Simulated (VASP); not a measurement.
# Zr3Sb2 (Pm-3m) in VASP: a series of runs

Zr3Sb2 is run at these levels: PBE; tasks: single point, relaxation of cell and atoms.

Everything below comes from runs of VASP 6.6.1. Logs are shortened: lines on timing, memory, paths and dates and some standing lists are left out, and cuts for length are marked.

## Step 1: The cell of the first run

Symmetry: Pm-3m, No. 221, cubic system. Conventional cell: a = 5.274 Å, b = 5.274 Å, c = 5.274 Å, α = 90.00°, β = 90.00°, γ = 90.00°. Within 3.5 Å of Zr (site symmetry 4/mmm) lie 2 Sb at 2.64 Å. Sb (site symmetry m-3m) has 12 Zr at 3.73 Å and 8 Sb at 4.57 Å within 4.9 Å. Within 3.5 Å of Sb (site symmetry m-3m) lie 6 Zr at 2.64 Å.

The cell was built from a structure type or drawn by symmetry, and may not be a known phase.

## Step 2: Single point, PBE

INCAR reads:

```
SYSTEM = Zr3Sb2
PREC = Accurate
ENCUT = 520
EDIFF = 1E-6
ISMEAR = 0
SIGMA = 0.1
LREAL = .FALSE.
LASPH = .TRUE.
NELM = 100
ALGO = Normal
ISIF = 2
LWAVE = .FALSE.
LCHARG = .FALSE.
GGA = PE
NBANDS = 31
```

KPOINTS reads:

```
regular mesh
0
G
  4 4 4
  0 0 0
```

POSCAR reads:

```
Zr3Sb2
1.0
    5.2737586471      0.0000000000      0.0000000000
    0.0000000000      5.2737586471      0.0000000000
    0.0000000000      0.0000000000      5.2737586471
Zr Sb
3 2
Direct
    0.0000000000      0.5000000000      0.5000000000
    0.5000000000      0.0000000000      0.5000000000
    0.5000000000      0.5000000000      0.0000000000
    0.0000000000      0.0000000000      0.0000000000
    0.5000000000      0.5000000000      0.5000000000
```

Potentials or basis: VASP PAW PBE potentials, release 64 (Zr_sv, Sb).

Run with:

```console
> cat potpaw_PBE.64/Zr_sv/POTCAR potpaw_PBE.64/Sb/POTCAR > POTCAR
> mpirun -np 1 vasp_std > vasp.out
```

OUTCAR:

```text
SYSTEM = Zr3Sb2
   PREC = Accurate
   ENCUT = 520
   EDIFF = 1E-6
   ISMEAR = 0
   LREAL = .FALSE.
   LASPH = .TRUE.
   NELM = 100
   ISIF = 2
   GGA = PE

 ion  position               nearest neighbor table
   1  0.000  0.500  0.500-   5 2.64   5 2.64   4 3.73   2 3.73   3 3.73   4 3.73   2 3.73   4 3.73
                             4 3.73   2 3.73   3 3.73   3 3.73   3 3.73   2 3.73
   2  0.500  0.000  0.500-   5 2.64   5 2.64   4 3.73   1 3.73   3 3.73   4 3.73   1 3.73   3 3.73
                             3 3.73   3 3.73   1 3.73   4 3.73   4 3.73   1 3.73
   3  0.500  0.500  0.000-   5 2.64   5 2.64   4 3.73   1 3.73   1 3.73   2 3.73   2 3.73   2 3.73
                             4 3.73   2 3.73   1 3.73   4 3.73   1 3.73   4 3.73
   4  0.000  0.000  0.000-   1 3.73   2 3.73   3 3.73   1 3.73   2 3.73   1 3.73   3 3.73   1 3.73
                             2 3.73   3 3.73   2 3.73   3 3.73
   5  0.500  0.500  0.500-   1 2.64   2 2.64   3 2.64   3 2.64   2 2.64   1 2.64

  LATTYP: Found a simple cubic cell.
 ALAT       =     5.2737586471

  Lattice vectors:

 A1 = (   5.2737586471,   0.0000000000,   0.0000000000)
 A2 = (   0.0000000000,   5.2737586471,   0.0000000000)
 A3 = (   0.0000000000,   0.0000000000,   5.2737586471)

Analysis of symmetry for initial positions (statically):
=====================================================================
 Subroutine PRICEL returns:
 Original cell was already a primitive cell.

 Routine SETGRP: Setting up the symmetry group for a
 simple cubic supercell.

 Subroutine GETGRP returns: Found 48 space group operations
 (whereof 48 operations were pure point group operations)
 out of a pool of 48 trial point group operations.

The static configuration has the point symmetry O_h .

Analysis of symmetry for dynamics (positions and initial velocities):
=====================================================================
 Subroutine PRICEL returns:
 Original cell was already a primitive cell.

 Routine SETGRP: Setting up the symmetry group for a
 simple cubic supercell.

 Subroutine GETGRP returns: Found 48 space group operations
 (whereof 48 operations were pure point group operations)
 out of a pool of 48 trial point group operations.

The dynamic configuration has the point symmetry O_h .

 Subroutine INISYM returns: Found 48 space group operations
 (whereof 48 operations are pure point group operations),
 and found     1 'primitive' translations

----------------------------------------------------------------------------------------

                                     Primitive cell

  volume of cell :     146.6766

  direct lattice vectors                    reciprocal lattice vectors
     5.273758647  0.000000000  0.000000000     0.189618082  0.000000000  0.000000000
     0.000000000  5.273758647  0.000000000     0.000000000  0.189618082  0.000000000
     0.000000000  0.000000000  5.273758647     0.000000000  0.000000000  0.189618082

  length of vectors
     5.273758647  5.273758647  5.273758647     0.189618082  0.189618082  0.189618082

  position of ions in fractional coordinates (direct lattice)
     0.000000000  0.500000000  0.500000000
     0.500000000  0.000000000  0.500000000
     0.500000000  0.500000000  0.000000000
     0.000000000  0.000000000  0.000000000
     0.500000000  0.500000000  0.500000000

  ion indices of the primitive-cell ions
   primitive index   ion index
                 1           1
                 2           2
                 3           3
                 4           4
                 5           5

----------------------------------------------------------------------------------------

 KPOINTS: regular mesh

Automatic generation of k-mesh.
 Grid dimensions read from file:
 generate k-points for:    4    4    4

 Generating k-lattice:

  Cartesian coordinates                     Fractional coordinates (reciprocal lattice)
     0.047404521  0.000000000  0.000000000     0.250000000  0.000000000  0.000000000
     0.000000000  0.047404521  0.000000000     0.000000000  0.250000000  0.000000000
     0.000000000  0.000000000  0.047404521     0.000000000  0.000000000  0.250000000

  Length of vectors
     0.047404521  0.047404521  0.047404521

  Shift w.r.t. Gamma in fractional coordinates (k-lattice)
     0.000000000  0.000000000  0.000000000

 Subroutine IBZKPT returns following result:
 ===========================================

 Found     10 irreducible k-points:

 Following reciprocal coordinates:
            Coordinates               Weight
  0.000000  0.000000  0.000000      1.000000
  0.250000  0.000000  0.000000      6.000000
  0.500000  0.000000  0.000000      3.000000
  0.250000  0.250000  0.000000     12.000000
  0.500000  0.250000  0.000000     12.000000
  0.500000  0.500000  0.000000      3.000000
  0.250000  0.250000  0.250000      8.000000
  0.500000  0.250000  0.250000     12.000000
  0.500000  0.500000  0.250000      6.000000
  0.500000  0.500000  0.500000      1.000000
   k-points           NKPTS =     10   k-points in BZ     NKDIM =     10   number of bands    NBANDS=     31
   number of dos      NEDOS =    301   number of ions     NIONS =      5
   total plane-waves  NPLWV =  64000
   dimension x,y,z NGX =    40 NGY =   40 NGZ =   40
   dimension x,y,z NGXF=    80 NGYF=   80 NGZF=   80
   ions per type =               3   2
   NGX,Y,Z   is equivalent  to a cutoff of  12.61, 12.61, 12.61 a.u.
   NGXF,Y,Z  is equivalent  to a cutoff of  25.22, 25.22, 25.22 a.u.
 SYSTEM =  Zr3Sb2
   PREC   = accura    normal or accurate (medium, high low for compatibility)
   ISTART =      0    job   : 0-new  1-cont  2-samecut
   ICHARG =      2    charge: 1-file 2-atom 10-const
   ISPIN  =      1    spin polarized calculation?
   LNONCOLLINEAR =      F non collinear calculations
   LSORBIT =      F    spin-orbit coupling
   LASPH  =      T    aspherical Exc in radial PAW
   ENCUT  =  520.0 eV  38.22 Ry    6.18 a.u.   9.81  9.81  9.81*2*pi/ulx,y,z
   NELM   =    100;   NELMIN=  2; NELMDL= -5     # of ELM steps
   EDIFF  = 0.1E-05   stopping-criterion for ELM
   LREAL  =      F    real-space projection
   EDIFFG = 0.1E-04   stopping-criterion for IOM
   NSW    =      0    number of steps for IOM
   IBRION =     -1    ionic relax: 0-MD 1-quasi-New 2-CG
   NFREE  =      0    steps in history (QN), initial steepest desc. (CG)
   ISIF   =      2    stress and relaxation
   ISYM   =      2    0-nonsym 1-usesym 2-fastsym
   POTIM  = 0.5000    time-step for ionic-motion
   TEBEG  =    0.0;   TEEND  =   0.0 temperature during run
   PSTRESS=    0.0 pullay stress
   NELECT =      46.0000    total number of electrons
   NUPDOWN=      -1.0000    fix difference up-down
   EMIN   =  10.00;   EMAX   =-10.00  energy-range for DOS
   EFERMI =   0.00;   METHOD = LEGACY
   ISMEAR =     0;   SIGMA  =   0.10  broadening in eV -4-tet -1-fermi 0-gaus
   EFERMI_NEDOS =   21; number of points for ismear=-14 and -15
   IALGO  =     38    algorithm
   IMIX   =      4    mixing-type and parameters
     AMIX     =   0.40;   BMIX     =  1.00
     AMIX_MAG =   1.60;   BMIX_MAG =  1.00
  volume/ion in A,a.u.               =      29.34       197.96
  Fermi-wavevector in a.u.,A,eV,Ry     =   1.112262  2.101871 16.832138  1.237127
  Thomas-Fermi vector in A             =   2.248834
   LORBIT       =      0    0 simple, 1 ext, 2 COOP (PROOUT), +10 PAW based schemes
   GGA     = PE    functional components
   LHFCALC =     F    Hartree Fock is set to
   AEXX    =    0.0000 exact exchange contribution
   IVDW    =     0    specifies the selected vdW correction
   LEPSILON=     F    determine dielectric tensor
   LRPA    =     F    only Hartree local field effects (RPA)
 non-spin polarized calculation
 Gauss-broadening in eV      SIGMA  =   0.10
  energy-cutoff  :      520.00
  volume of cell :      146.68
 maximum number of plane-waves:      3974
 NGX is ok and might be reduce to    40
   NGX = 19   NGY = 19   NGZ = 19

 number of electron      46.0000003 magnetization

 Free energy of the ion-electron system (eV)
  ---------------------------------------------------
  ext. energy  EPLUGINS =         0.00000000
  ---------------------------------------------------
  free energy    TOTEN  =       -30.99191217 eV

  energy without entropy =      -30.94614992  energy(sigma->0) =      -30.96903105

 E-fermi :   7.1018     XC(G=0):  -9.8032

 val. band max:        7.0837585666   @ k =   0.5000   0.2500   0.2500
 cond. band min:       7.1502341106   @ k =   0.5000   0.0000   0.0000
 fundamental gap:      0.0664755440
 Fermi energy:         7.1017623669

 k-point     1 :       0.0000    0.0000    0.0000
  band No.  band energies     occupation
      1     -42.5184      2.00000
      2     -42.4932      2.00000
      3     -42.4932      2.00000
      4     -20.6579      2.00000
      5     -20.6579      2.00000
      6     -20.6579      2.00000
[... 23 lines left out ...]
     30       8.2806      0.00000
     31       8.2806      0.00000

 k-point     2 :       0.2500    0.0000    0.0000
  band No.  band energies     occupation
      1     -42.5154      2.00000
      2     -42.4969      2.00000
      3     -42.4932      2.00000
      4     -20.6458      2.00000
      5     -20.6458      2.00000
      6     -20.6322      2.00000
[... 23 lines left out ...]
     30       8.7547      0.00000
     31       9.2882      0.00000

 k-point     3 :       0.5000    0.0000    0.0000
  band No.  band energies     occupation
      1     -42.5100      2.00000
      2     -42.5031      2.00000
      3     -42.4932      2.00000
      4     -20.6309      2.00000
      5     -20.6309      2.00000
      6     -20.5820      2.00000
[... 227 lines left out ...]
     30       9.1204      0.00000
     31       9.3950      0.00000

 k-point    10 :       0.5000    0.5000    0.5000
  band No.  band energies     occupation
      1     -42.5030      2.00000
      2     -42.5030      2.00000
      3     -42.5030      2.00000
      4     -20.8067      2.00000
      5     -20.6059      2.00000
      6     -20.6059      2.00000
[... 23 lines left out ...]
     30       9.6104      0.00000
     31       9.6104      0.00000

------------------------ aborting loop because EDIFF is reached ----------------------------------------

  FORCE on cell =-STRESS in cart. coord.  units (eV):
  Direction    XX          YY          ZZ          XY          YZ          ZX
  --------------------------------------------------------------------------------------
  -------------------------------------------------------------------------------------
  Total        0.3223607      0.3223607      0.3223607      0.0000000      0.0000000     -0.0000000
  in kB        3.5212101      3.5212101      3.5212101      0.0000000      0.0000000     -0.0000000
  external PRESSURE =       3.5212101 kB  Pullay stress =       0.0000000 kB

 VOLUME and BASIS-vectors are now :
 -----------------------------------------------------------------------------
  energy-cutoff  :      520.00
  volume of cell :      146.68
      direct lattice vectors                 reciprocal lattice vectors
     5.273758647  0.000000000  0.000000000     0.189618082  0.000000000  0.000000000
     0.000000000  5.273758647  0.000000000     0.000000000  0.189618082  0.000000000
     0.000000000  0.000000000  5.273758647     0.000000000  0.000000000  0.189618082

 POSITION                                       TOTAL-FORCE (eV/Angst)
 -----------------------------------------------------------------------------------
      0.00000      2.63688      2.63688         0.000000      0.000000      0.000000
      2.63688      0.00000      2.63688         0.000000      0.000000      0.000000
      2.63688      2.63688      0.00000         0.000000      0.000000      0.000000
      0.00000      0.00000      0.00000         0.000000      0.000000      0.000000
      2.63688      2.63688      2.63688         0.000000      0.000000      0.000000
 -----------------------------------------------------------------------------------
    total drift:                                0.000000     -0.000000     -0.000000

  FREE ENERGIE OF THE ION-ELECTRON SYSTEM (eV)
  ---------------------------------------------------
  free  energy   TOTEN  =       -30.9919121726 eV

  energy  without entropy=      -30.9461499230  energy(sigma->0) =      -30.96903105
```

It took 42 s on 1 thread of Intel Xeon Platinum 8259CL at 2.50GHz (Skylake/Cascade Lake), shared host; peak memory 0.25 GiB.

Results:

```
Free energy            : -30.9919 eV
Pressure               : 0.4 GPa
Band gap on the k mesh : zero (bands 23 and 24 overlap by 0.46 eV)
```

Levels at points of the mesh, in eV from the Fermi level:
| k point | band 19 | band 20 | band 21 | band 22 | band 23 | band 24 | band 25 | band 26 | band 27 | band 28 |
| --- | --- | --- | --- | --- | --- | --- | --- | --- | --- | --- |
| (0.00, 0.00, 0.00) | -1.55 | -1.55 | -1.32 | -1.32 | -0.70 | -0.36 | -0.36 | -0.36 | 1.11 | 1.11 |
| (0.50, 0.00, 0.00) | -2.22 | -2.22 | -1.32 | -0.35 | 0.05 | 0.28 | 0.48 | 0.48 | 0.59 | 1.20 |
| (0.50, 0.50, 0.00) | -2.57 | -2.25 | -0.41 | -0.41 | 0.11 | 0.11 | 0.25 | 0.96 | 1.02 | 1.14 |
| (0.50, 0.50, 0.50) | -2.46 | -2.46 | -0.23 | -0.23 | -0.23 | 0.07 | 0.07 | 0.07 | 0.41 | 1.60 |

Caveat: spin-orbit coupling is left out, which moves the levels of the heavy elements.

## Step 3: Relaxation of cell and atoms, PBE

This run uses another cell than the first one, of 21.39 Å³/atom.

INCAR reads:

```
  ALGO = Normal
  EDIFF = 1E-6
  EDIFFG = -0.04
  ENCUT = 600
  GGA = PE
  IBRION = 2
  ISIF = 3
  ISMEAR = 0
  LASPH = T
  LCHARG = F
  LREAL = F
  LWAVE = F
  NELM = 60
  NSW = 90
  PREC = Accurate
  SIGMA = 0.1
```

KPOINTS reads:

```
k-points
0
Gamma
  4 4 4
```

POSCAR: that of step 2 with these lines changed.

```diff
@@ -2,5 +2,5 @@
 1.0
-    5.2737586471      0.0000000000      0.0000000000
-    0.0000000000      5.2737586471      0.0000000000
-    0.0000000000      0.0000000000      5.2737586471
+    4.7464155300      0.0000000000      0.0000000000
+    0.0000000000      4.7464155300      0.0000000000
+    0.0000000000      0.0000000000      4.7464155300
 Zr Sb
```

Potentials or basis: VASP PAW PBE potentials, release 64 (Zr_sv, Sb).

Run with:

```console
> cat potpaw_PBE.64/Zr_sv/POTCAR potpaw_PBE.64/Sb/POTCAR > POTCAR
> mpirun -np 1 vasp_std > vasp.out
```

Wall time 3.6 min (1 thread of Intel Xeon Platinum 8259CL at 2.50GHz (Skylake/Cascade Lake), shared host); peak memory 0.26 GiB.

Results (log left out):

```
Free energy                           : -30.9825 eV
Relaxed volume                        : 29.49 Å³/atom
Relaxed cell                          : a = 5.283 Å, b = 5.283 Å, c = 5.283 Å, α = 90.00°, β = 90.00°, γ = 90.00°
Space group after relaxing (to 0.1 Å) : Pm-3m (No. 221)
Energy gained by relaxing             : 813.5 meV/atom
Ionic steps                           : 5
Pressure after relaxing               : 0.0 GPa
Band gap on the k mesh                : zero (bands 23 and 24 overlap by 0.47 eV)
```

The path:
```
step  energy change (eV)  largest force (eV/Å)  pressure (GPa)  volume (Å³)
   1              0.0000                0.0000           41.76       106.93
   2             -0.4059                0.0000          -11.62       218.47
   3             -4.0531                0.0000           -1.40       150.67
   4             -4.0659                0.0000           -0.46       148.49
   5             -4.0673                0.0000            0.01       147.45
```

Final structure:
```
CELL_PARAMETERS angstrom
5.28295 0.00000 0.00000
0.00000 5.28295 0.00000
0.00000 0.00000 5.28295
ATOMIC_POSITIONS crystal
Zr 0.00000 0.50000 0.50000
Zr 0.50000 0.00000 0.50000
Zr 0.50000 0.50000 0.00000
Sb 0.00000 0.00000 0.00000
Sb 0.50000 0.50000 0.50000
```

Levels at points of the mesh, in eV from the Fermi level:
```csv
k point,band 20,band 21,band 22,band 23,band 24,band 25,band 26,band 27
"(0.00, 0.00, 0.00)",-1.54,-1.31,-1.31,-0.71,-0.36,-0.36,-0.36,1.17
"(0.50, 0.00, 0.00)",-2.21,-1.31,-0.34,0.04,0.28,0.48,0.48,0.59
"(0.50, 0.50, 0.00)",-2.24,-0.41,-0.41,0.11,0.11,0.24,0.94,1.01
"(0.50, 0.50, 0.50)",-2.45,-0.22,-0.22,-0.22,0.07,0.07,0.07,0.40
```

Caveat: the volume moved by over 15 % at a fixed basis, so the end points are rough; spin-orbit coupling is left out, which moves the levels of the heavy elements.
